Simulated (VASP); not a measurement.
# Al (Fm-3m) in VASP: further runs, part 2 of 2

VASP 6.6.1. The steps go on from the part before.

### 3 Single point, r2SCAN+D3(BJ)

This run uses another cell than the first one, of 15.94 Å³/atom, 1.021 times its volume.

POSCAR reads:

```
Al
1.0
    0.0000000000      1.9974394157      1.9974394157
    1.9974394157      0.0000000000      1.9974394157
    1.9974394157      1.9974394157      0.0000000000
Al
1
Direct
    0.0000000000      0.0000000000      0.0000000000
```

INCAR.step1 reads:

```
PREC = Accurate ; ENCUT = 520
ISMEAR = -1 ; SIGMA = 0.05
LREAL = False ; LASPH = True
NELM = 60 ; NBANDS = 8
GGA = PE ; ALGO = Normal
EDIFF = 1E-4 ; LWAVE = True
LCHARG = False
```

INCAR.step2 reads:

```
PREC = Accurate ; ENCUT = 520
EDIFF = 1E-6 ; ISMEAR = -1
SIGMA = 0.05 ; LREAL = False
LASPH = True ; NELM = 60
ALGO = Normal ; ISIF = 2
LWAVE = False ; LCHARG = True
METAGGA = R2SCAN ; LMIXTAU = True
IVDW = 12 ; VDW_S6 = 1.0
VDW_S8 = 0.78981345 ; VDW_A1 = 0.49484001
VDW_A2 = 5.73083694 ; LELF = True
LVHAR = True ; NBANDS = 8
ISTART = 1
```

KPOINTS reads:

```
regular mesh
0
Gamma
  11 11 11
```

Potentials or basis: VASP PAW PBE potentials, release 64 (Al).

Run with:

```sh
> cat potpaw_PBE.64/Al/POTCAR > POTCAR
> cp INCAR.step1 INCAR
> mpirun -np 1 vasp_std > vasp.out
> cp INCAR.step2 INCAR
> mpirun -np 1 vasp_std > vasp.out
```

OUTCAR:

```text
PREC = Accurate
   ENCUT = 520
   EDIFF = 1E-6
   ISMEAR = -1
   LREAL = False
   LASPH = True
   NELM = 60
   ISIF = 2
   METAGGA = R2SCAN
   IVDW = 12
   ISTART = 1
 IVDW          = 12

 ion  position               nearest neighbor table
   1  0.000  0.000  0.000-

  LATTYP: Found a face centered cubic cell.
 ALAT       =     3.9948788314

  Lattice vectors:

 A1 = (   0.0000000000,   1.9974394157,   1.9974394157)
 A2 = (   1.9974394157,   0.0000000000,   1.9974394157)
 A3 = (   1.9974394157,   1.9974394157,   0.0000000000)

Analysis of symmetry for initial positions (statically):
=====================================================================
 Subroutine PRICEL returns:
 Original cell was already a primitive cell.

 Routine SETGRP: Setting up the symmetry group for a
 face centered cubic supercell.

 Subroutine GETGRP returns: Found 48 space group operations
 (whereof 48 operations were pure point group operations)
 out of a pool of 48 trial point group operations.

The static configuration has the point symmetry O_h .

Analysis of symmetry for dynamics (positions and initial velocities):
=====================================================================
 Subroutine PRICEL returns:
 Original cell was already a primitive cell.

 Routine SETGRP: Setting up the symmetry group for a
 face centered cubic supercell.

 Subroutine GETGRP returns: Found 48 space group operations
 (whereof 48 operations were pure point group operations)
 out of a pool of 48 trial point group operations.

The dynamic configuration has the point symmetry O_h .

 Subroutine INISYM returns: Found 48 space group operations
 (whereof 48 operations are pure point group operations),
 and found     1 'primitive' translations

----------------------------------------------------------------------------------------

                                     Primitive cell

  volume of cell :      15.9386

  direct lattice vectors                    reciprocal lattice vectors
     0.000000000  1.997439416  1.997439416    -0.250320483  0.250320483  0.250320483
     1.997439416  0.000000000  1.997439416     0.250320483 -0.250320483  0.250320483
     1.997439416  1.997439416  0.000000000     0.250320483  0.250320483 -0.250320483

  length of vectors
     2.824805912  2.824805912  2.824805912     0.433567795  0.433567795  0.433567795

  position of ions in fractional coordinates (direct lattice)
     0.000000000  0.000000000  0.000000000

  ion indices of the primitive-cell ions
   primitive index   ion index
                 1           1

----------------------------------------------------------------------------------------

 KPOINTS: regular mesh

Automatic generation of k-mesh.
 Grid dimensions read from file:
 generate k-points for:   11   11   11

 Generating k-lattice:

  Cartesian coordinates                     Fractional coordinates (reciprocal lattice)
    -0.022756408  0.022756408  0.022756408     0.090909091  0.000000000  0.000000000
     0.022756408 -0.022756408  0.022756408     0.000000000  0.090909091  0.000000000
     0.022756408  0.022756408 -0.022756408     0.000000000  0.000000000  0.090909091

  Length of vectors
     0.039415254  0.039415254  0.039415254

  Shift w.r.t. Gamma in fractional coordinates (k-lattice)
     0.000000000  0.000000000  0.000000000

 Subroutine IBZKPT returns following result:
 ===========================================

 Found     56 irreducible k-points:

 Following reciprocal coordinates:
            Coordinates               Weight
  0.000000  0.000000  0.000000      1.000000
  0.090909  0.000000  0.000000      8.000000
  0.181818  0.000000  0.000000      8.000000
  0.272727  0.000000  0.000000      8.000000
  0.363636  0.000000  0.000000      8.000000
  0.454545  0.000000  0.000000      8.000000
[... 16 lines left out ...]
 -0.272727  0.181818  0.000000     24.000000
 -0.181818  0.181818  0.000000     12.000000
 [... further k-points ...]
   k-points           NKPTS =     56   k-points in BZ     NKDIM =     56   number of bands    NBANDS=      8
   number of dos      NEDOS =    301   number of ions     NIONS =      1
   total plane-waves  NPLWV =  13824
   dimension x,y,z NGX =    24 NGY =   24 NGZ =   24
   dimension x,y,z NGXF=    48 NGYF=   48 NGZF=   48
   ions per type =               1
   NGX,Y,Z   is equivalent  to a cutoff of  14.12, 14.12, 14.12 a.u.
   NGXF,Y,Z  is equivalent  to a cutoff of  28.25, 28.25, 28.25 a.u.
 SYSTEM =  unknown system
   PREC   = accura    normal or accurate (medium, high low for compatibility)
   ISTART =      1    job   : 0-new  1-cont  2-samecut
   ICHARG =      0    charge: 1-file 2-atom 10-const
   ISPIN  =      1    spin polarized calculation?
   LNONCOLLINEAR =      F non collinear calculations
   LSORBIT =      F    spin-orbit coupling
   LASPH  =      T    aspherical Exc in radial PAW
   ENCUT  =  520.0 eV  38.22 Ry    6.18 a.u.   5.25  5.25  5.25*2*pi/ulx,y,z
   NELM   =     60;   NELMIN=  2; NELMDL=  0     # of ELM steps
   EDIFF  = 0.1E-05   stopping-criterion for ELM
   LREAL  =      F    real-space projection
   EDIFFG = 0.1E-04   stopping-criterion for IOM
   NSW    =      0    number of steps for IOM
   IBRION =     -1    ionic relax: 0-MD 1-quasi-New 2-CG
   NFREE  =      0    steps in history (QN), initial steepest desc. (CG)
   ISIF   =      2    stress and relaxation
   ISYM   =      2    0-nonsym 1-usesym 2-fastsym
   POTIM  = 0.5000    time-step for ionic-motion
   TEBEG  =    0.0;   TEEND  =   0.0 temperature during run
   PSTRESS=    0.0 pullay stress
   NELECT =       3.0000    total number of electrons
   NUPDOWN=      -1.0000    fix difference up-down
   EMIN   =  10.00;   EMAX   =-10.00  energy-range for DOS
   EFERMI =   0.00;   METHOD = LEGACY
   ISMEAR =    -1;   SIGMA  =   0.05  broadening in eV -4-tet -1-fermi 0-gaus
   EFERMI_NEDOS =   21; number of points for ismear=-14 and -15
   IALGO  =     38    algorithm
   IMIX   =      4    mixing-type and parameters
     AMIX     =   0.40;   BMIX     =  1.00
     AMIX_MAG =   1.60;   BMIX_MAG =  1.00
  volume/ion in A,a.u.               =      15.94       107.56
  Fermi-wavevector in a.u.,A,eV,Ry     =   0.938206  1.772953 11.976268  0.880231
  Thomas-Fermi vector in A             =   2.065395
   LORBIT       =      0    0 simple, 1 ext, 2 COOP (PROOUT), +10 PAW based schemes
   METAGGA = R2SCAN    functional components
   LHFCALC =     F    Hartree Fock is set to
   AEXX    =    0.0000 exact exchange contribution
   IVDW    =    12    specifies the selected vdW correction
   LEPSILON=     F    determine dielectric tensor
   LRPA    =     F    only Hartree local field effects (RPA)
 non-spin polarized calculation
  energy-cutoff  :      520.00
  volume of cell :       15.94
 maximum number of plane-waves:       444
 NGX is ok and might be reduce to    24
   NGX = 11   NGY = 11   NGZ = 11

 number of electron       3.0000000 magnetization

 Free energy of the ion-electron system (eV)
  ---------------------------------------------------
  ext. energy  EPLUGINS =         0.00000000
  ---------------------------------------------------
  free energy    TOTEN  =        -6.74636681 eV

  energy without entropy =       -6.74266834  energy(sigma->0) =       -6.74451758

 E-fermi :   8.3776     XC(G=0): -11.0370

 val. band max:        8.3257975646   @ k =  -0.3636   0.3636   0.0000
 cond. band min:       8.4192914614   @ k =   0.4545   0.1818   0.0909
 fundamental gap:      0.0934938968
 Fermi energy:         8.3775972368

 k-point     1 :       0.0000    0.0000    0.0000
  band No.  band energies     occupation
      1      -3.7057      2.00000
      2      21.9036      0.00000
      3      21.9036      0.00000
      4      21.9036      0.00000
      5      24.0868      0.00000
      6      24.0868      0.00000
      7      24.0868      0.00000
      8      25.9962      0.00000
[... 243 lines left out ...]
 k-point    24 :      -0.1818    0.1818    0.0000
  band No.  band energies     occupation
      1      -1.1234      2.00000
      2      12.4593      0.00000
      3      14.2387      0.00000
      4      21.3568      0.00000
      5      23.5281      0.00000
      6      24.4239      0.00000
      7      26.0452      0.00000
      8      26.9714      0.00000

 [... further k-points ...]

------------------------ aborting loop because EDIFF is reached ----------------------------------------

 Edisp (eV)   -0.16502

 E8    (eV) :    -0.0585

  FORCE on cell =-STRESS in cart. coord.  units (eV):
  Direction    XX          YY          ZZ          XY          YZ          ZX
  --------------------------------------------------------------------------------------
  -------------------------------------------------------------------------------------
  Total      -0.19260    -0.19260    -0.19260     0.00000     0.00000     0.00000
  in kB     -19.36032   -19.36032   -19.36032     0.00000     0.00000     0.00000
  external pressure =      -19.36 kB  Pullay stress =        0.00 kB

 VOLUME and BASIS-vectors are now :
 -----------------------------------------------------------------------------
  energy-cutoff  :      520.00
  volume of cell :       15.94
      direct lattice vectors                 reciprocal lattice vectors
     0.000000000  1.997439416  1.997439416    -0.250320483  0.250320483  0.250320483
     1.997439416  0.000000000  1.997439416     0.250320483 -0.250320483  0.250320483
     1.997439416  1.997439416  0.000000000     0.250320483  0.250320483 -0.250320483

 POSITION                                       TOTAL-FORCE (eV/Angst)
 -----------------------------------------------------------------------------------
      0.00000      0.00000      0.00000         0.000000      0.000000      0.000000
 -----------------------------------------------------------------------------------
    total drift:                               -0.000000     -0.000000     -0.000000

  FREE ENERGIE OF THE ION-ELECTRON SYSTEM (eV)
  ---------------------------------------------------
  free  energy   TOTEN  =        -6.9113888890 eV

  energy  without entropy=       -6.9076904183  energy(sigma->0) =       -6.90953965
```

It took 18 s on 1 thread of Intel Xeon 6975P-C, shared host; peak memory 0.14 GiB.

What came out:

| Property | Result |
| --- | --- |
| Free energy | -6.9114 eV |
| Pressure | -1.9 GPa |
| Dispersion energy per atom | -0.165 eV |

Levels at points of the mesh, in eV from the Fermi level:
| k point | band 1 | band 2 | band 3 | band 4 | band 5 | band 6 |
| --- | --- | --- | --- | --- | --- | --- |
| (0.00, 0.00, 0.00) | -12.08 | 13.53 | 13.53 | 13.53 | 15.71 | 15.71 |

Caveat: the PAW data sets were made with another functional, which shifts forces and pressure a little; pairwise dispersion overbinds metals, which lowers pressure and volume.

### 4 Single point, r2SCAN

POSCAR reads:

```
Al
1.0
    0.0000000000      1.9834708509      1.9834708509
    1.9834708509      0.0000000000      1.9834708509
    1.9834708509      1.9834708509      0.0000000000
Al
1
Direct
    0.0000000000      0.0000000000      0.0000000000
```

INCAR.step1 reads:

```
SYSTEM = Al
PREC = Accurate
ENCUT = 520
ISMEAR = -1
SIGMA = 0.05
LREAL = .FALSE.
LASPH = .TRUE.
NELM = 80
NBANDS = 8
GGA = PE
ALGO = Normal
EDIFF = 1E-4
LWAVE = .TRUE.
LCHARG = .FALSE.
```

INCAR.step2 reads:

```
SYSTEM = Al
PREC = Accurate
ENCUT = 520
EDIFF = 1E-6
ISMEAR = -1
SIGMA = 0.05
LREAL = .FALSE.
LASPH = .TRUE.
NELM = 80
ALGO = Normal
ISIF = 2
LWAVE = .FALSE.
LCHARG = .TRUE.
METAGGA = R2SCAN
LMIXTAU = .TRUE.
LELF = .TRUE.
LVHAR = .TRUE.
NBANDS = 8
ISTART = 1
```

KPOINTS reads:

```
regular mesh
0
G
  11 11 11
  0 0 0
```

Run with:

```sh
> cat potpaw_PBE.64/Al/POTCAR > POTCAR
> cp INCAR.step1 INCAR
> mpirun -np 1 vasp_std > vasp.out
> cp INCAR.step2 INCAR
> mpirun -np 1 vasp_std > vasp.out
```

It took 14 s on 1 thread of Intel Xeon 6975P-C, shared host; peak memory 0.14 GiB.

The run converged. Its results:

| Quantity | Value |
| --- | --- |
| Free energy | -6.7449 eV |
| Pressure | 1.7 GPa |

Levels at points of the mesh, in eV from the Fermi level:
```csv
k point,band 1,band 2,band 3,band 4
"(0.00, 0.00, 0.00)",-12.24,13.65,13.65,13.65
```

Caveat: the PAW data sets were made with another functional, which shifts forces and pressure a little.

### 5 Single point, r2SCAN+D3(BJ)

This run uses another cell than the first one, of 16.27 Å³/atom, 1.043 times its volume.

POSCAR reads:

```
Al
1.0
    0.0000000000      2.0112152952      2.0112152952
    2.0112152952      0.0000000000      2.0112152952
    2.0112152952      2.0112152952      0.0000000000
Al
1
Direct
    0.0000000000      0.0000000000      0.0000000000
```

INCAR.step1 reads:

```
ALGO     = Normal         # electronic algorithm
EDIFF    = 1E-4           # SCF threshold, eV
ENCUT    = 520            # plane-wave cutoff, eV
GGA      = PE             # functional
ISMEAR   = -1             # smearing method
LASPH    = True           # aspherical terms in the spheres
LCHARG   = False          # write CHGCAR
LREAL    = False          # projectors in reciprocal space
LWAVE    = True           # write WAVECAR
NBANDS   = 8              # bands
NELM     = 80             # most SCF steps
PREC     = Accurate       # precision mode
SIGMA    = 0.05           # smearing width, eV
```

INCAR.step2 reads:

```
ALGO     = Normal         # electronic algorithm
EDIFF    = 1E-7           # SCF threshold, eV
ENCUT    = 520            # plane-wave cutoff, eV
ISIF     = 2              # what is computed and relaxed
ISMEAR   = -1             # smearing method
ISTART   = 1            
IVDW     = 12             # dispersion correction
LASPH    = True           # aspherical terms in the spheres
LCHARG   = False          # write CHGCAR
LMIXTAU  = True         
LREAL    = False          # projectors in reciprocal space
LWAVE    = False          # write WAVECAR
METAGGA  = R2SCAN         # meta-GGA
NBANDS   = 8              # bands
NELM     = 80             # most SCF steps
PREC     = Accurate       # precision mode
SIGMA    = 0.05           # smearing width, eV
VDW_A1   = 0.49484001   
VDW_A2   = 5.73083694   
VDW_S6   = 1.0          
VDW_S8   = 0.78981345
```

KPOINTS reads:

```
k-points
0
Gamma
  11 11 11
```

Potentials or basis: VASP PAW PBE potentials, release 64 (Al).

Run with:

```sh
> cat potpaw_PBE.64/Al/POTCAR > POTCAR
> cp INCAR.step1 INCAR
> mpirun -np 1 vasp_std > vasp.out
> cp INCAR.step2 INCAR
> mpirun -np 1 vasp_std > vasp.out
```

OUTCAR:

```text
EDIFF = 1E-7
   ENCUT = 520
   ISIF = 2
   ISMEAR = -1
   ISTART = 1
   IVDW = 12
   LASPH = True
   LREAL = False
   METAGGA = R2SCAN
   NELM = 80
   PREC = Accurate
 IVDW          = 12

 ion  position               nearest neighbor table
   1  0.000  0.000  0.000-

  LATTYP: Found a face centered cubic cell.
 ALAT       =     4.0224305904

  Lattice vectors:

 A1 = (   0.0000000000,   2.0112152952,   2.0112152952)
 A2 = (   2.0112152952,   0.0000000000,   2.0112152952)
 A3 = (   2.0112152952,   2.0112152952,   0.0000000000)

[... 443 lines left out ...]
 [... further k-points ...]

------------------------ aborting loop because EDIFF is reached ----------------------------------------

 Edisp (eV)   -0.16160

 E8    (eV) :    -0.0573

  FORCE on cell =-STRESS in cart. coord.  units (eV):
  Direction    XX          YY          ZZ          XY          YZ          ZX
  --------------------------------------------------------------------------------------
  -------------------------------------------------------------------------------------
  Total      -0.37154    -0.37154    -0.37154     0.00000     0.00000     0.00000
  in kB     -36.58514   -36.58514   -36.58514     0.00000     0.00000     0.00000
  external pressure =      -36.59 kB  Pullay stress =        0.00 kB

 VOLUME and BASIS-vectors are now :
 -----------------------------------------------------------------------------
  energy-cutoff  :      520.00
  volume of cell :       16.27
      direct lattice vectors                 reciprocal lattice vectors
     0.000000000  2.011215295  2.011215295    -0.248605906  0.248605906  0.248605906
     2.011215295  0.000000000  2.011215295     0.248605906 -0.248605906  0.248605906
     2.011215295  2.011215295  0.000000000     0.248605906  0.248605906 -0.248605906

 POSITION                                       TOTAL-FORCE (eV/Angst)
 -----------------------------------------------------------------------------------
      0.00000      0.00000      0.00000         0.000000      0.000000     -0.000000
 -----------------------------------------------------------------------------------
    total drift:                                0.000000     -0.000000      0.000000

  FREE ENERGIE OF THE ION-ELECTRON SYSTEM (eV)
  ---------------------------------------------------
  free  energy   TOTEN  =        -6.9054899231 eV

  energy  without entropy=       -6.9017266869  energy(sigma->0) =       -6.90360831
```

OUTCAR.step1:

```text
EDIFF = 1E-4
   ENCUT = 520
   GGA = PE
   ISMEAR = -1
   LASPH = True
[... 479 lines left out ...]

 POSITION                                       TOTAL-FORCE (eV/Angst)
 -----------------------------------------------------------------------------------
      0.00000      0.00000      0.00000         0.000000      0.000000      0.000000
 -----------------------------------------------------------------------------------
    total drift:                               -0.000000      0.000000      0.000000

  FREE ENERGIE OF THE ION-ELECTRON SYSTEM (eV)
  ---------------------------------------------------
  free  energy   TOTEN  =        -3.7549618616 eV

  energy  without entropy=       -3.7509842609  energy(sigma->0) =       -3.75297306
```

It took 19 s on 1 thread of Intel Xeon 6975P-C, shared host; peak memory 0.14 GiB.

Results:

```
Free energy                : -6.9055 eV
Pressure                   : -3.7 GPa
Dispersion energy per atom : -0.162 eV
```

Levels at points of the mesh, in eV from the Fermi level:
```
           k point  band 1  band 2  band 3  band 4  band 5  band 6
(0.00, 0.00, 0.00)  -11.94   13.41   13.41   13.41   15.42   15.42
```

Caveat: the PAW data sets were made with another functional, which shifts forces and pressure a little; pairwise dispersion overbinds metals, which lowers pressure and volume.

### 6 Overview

```csv
level,cell,gap on the mesh (eV),pressure (GPa)
r2SCAN+D3(BJ),"a = 2.805 Å, angles 60.0°, 1 atom",none,0.0
r2SCAN+D3(BJ),"a = 2.825 Å, angles 60.0°, 1 atom",none,-1.9
r2SCAN,"a = 2.805 Å, angles 60.0°, 1 atom",none,1.7
r2SCAN+D3(BJ),"a = 2.844 Å, angles 60.0°, 1 atom",none,-3.7
```

Alike in all rows: task single point; potentials or basis VASP PAW PBE potentials, release 64 (Al); no spin polarisation; k mesh 11 × 11 × 11; cutoff (eV) 520; smearing fermi-dirac 0.05 eV.

Caveats: the PAW data sets were made with another functional, which shifts forces and pressure a little; pairwise dispersion overbinds metals, which lowers pressure and volume (some runs).

Absolute energies hang on the potentials; compare differences alone.
